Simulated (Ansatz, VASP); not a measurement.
## Ag: VASP beside Ansatz

INCAR

```
PREC = Accurate
ENCUT = 520
EDIFF = 1E-6
ISMEAR = -1
SIGMA = 0.03
LREAL = False
LASPH = True
NELM = 100
ALGO = Normal
ISIF = 2
LWAVE = False
LCHARG = False
GGA = PS
NBANDS = 12
```

KPOINTS

```
Automatic mesh
0
Gamma
  15 15 15
```

The input POSCAR:

```
Ag
1.0
    0.0000000000      2.0831709575      2.0831709575
    2.0831709575      0.0000000000      2.0831709575
    2.0831709575      2.0831709575      0.0000000000
Ag
1
Direct
    0.0000000000      0.0000000000      0.0000000000
```

Input for Ansatz:

```yaml
crystal:
  lattice:
    - [0.0, 2.0831709575, 2.0831709575]
    - [2.0831709575, 0.0, 2.0831709575]
    - [2.0831709575, 2.0831709575, 0.0]
  atoms:
    - { symbol: Ag, position: [0.0, 0.0, 0.0] }
kpoints:
  mp_grid: { grid: [15, 15, 15] }
  band_path:
    path:
      - [0.0, 0.0, 0.0]
      - [0.5, 0.0, 0.5]
      - [0.625, 0.25, 0.625]
      - [0.375, 0.375, 0.75]
      - [0.0, 0.0, 0.0]
      - [0.5, 0.5, 0.5]
      - [0.5, 0.25, 0.75]
      - [0.5, 0.0, 0.5]
    npoints: 5
scf:
  occupations: { method: fermi_dirac, width: 0.03 }
hamiltonian:
  xc: pbesol
  pseudopotentials: { kind: all_electron, lapw: { basis_error: 0.0005 } }
output:
  forces: true
  stress: true
  eigenvalues: true
```

Change from the starting cell: volume scaled by 1.06.

Alike in both runs: task single point; functional PBEsol; k mesh 15 × 15 × 15; occupations fermi-dirac, width 0.03 eV; no spin polarisation.

|  | VASP | Ansatz |
| --- | --- | --- |
| version | VASP 6.6.1 | Ansatz 0.2.0 |
| potentials or method | VASP PAW PBE potentials, release 64 (Ag), cutoff 520 eV | all-electron LAPW, scalar-relativistic |

```tsv
	VASP	Ansatz	Ansatz less VASP
pressure (GPa)	-7.9	-7.8	+0.10
```

VASP's potentials were made for PBE, not for PBEsol. Ansatz ran all-electron here, and VASP with PAW potentials.
